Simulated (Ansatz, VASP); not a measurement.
# One calculation of Li2S, two programs

File INCAR:

```
  PREC = Accurate
  ENCUT = 750
  EDIFF = 1E-6
  ISMEAR = 0
  SIGMA = 0.05
  LREAL = F
  LASPH = T
  NELM = 120
  ALGO = Normal
  ISIF = 2
  LWAVE = F
  LCHARG = F
  GGA = PS
  IVDW = 12
  NBANDS = 13
  GGA_COMPAT = F
```

File KPOINTS:

```
Automatic mesh
0
Gamma
  8 8 8
```

POSCAR

```
Li2S
1.0
    0.0000000000      2.7737597988      2.7737597988
    2.7737597988      0.0000000000      2.7737597988
    2.7737597988      2.7737597988      0.0000000000
Li S
2 1
Direct
    0.2500000000      0.2500000000      0.2500000000
    0.7500000000      0.7500000000      0.7500000000
    0.0000000000      0.0000000000      0.0000000000
```

Input for Ansatz:

```yaml
crystal:
  lattice:
    - [0.0, 2.7737597988, 2.7737597988]
    - [2.7737597988, 0.0, 2.7737597988]
    - [2.7737597988, 2.7737597988, 0.0]
  atoms:
    - { symbol: Li, position: [0.25, 0.25, 0.25] }
    - { symbol: Li, position: [0.75, 0.75, 0.75] }
    - { symbol: S, position: [0.0, 0.0, 0.0] }
basis:
  ecutwfc: 420
  ecutrho_ratio: 4
kpoints:
  mp_grid: { grid: [8, 8, 8] }
hamiltonian:
  xc: pbesol
  dispersion: d3bj
scf:
  occupations: { method: gaussian, width: 0.05 }
output:
  forces: true
  stress: true
  eigenvalues: true
```

Alike in both runs: task single point; functional PBEsol; dispersion D3(BJ); k mesh 8 × 8 × 8; occupations gaussian, width 0.05 eV; no spin polarisation.

|  | VASP | Ansatz |
| --- | --- | --- |
| version | VASP 6.6.1 | Ansatz 0.2.0 |
| potentials or method | VASP PAW PBE potentials, release 64 (Li_sv, S), cutoff 750 eV | scalar-relativistic, plane waves, PAW |
| valence electrons in the cell | 12 | 12 |

```tsv
	VASP	Ansatz	Ansatz less VASP
gap on the k mesh at the Fermi level (eV)	3.15	3.15	0.000
least direct gap on the mesh (eV)	4.52	4.52	-0.001
pressure (GPa)	-0.1	-0.1	+0.02
```

VASP's potentials were made for PBE, not for PBEsol.
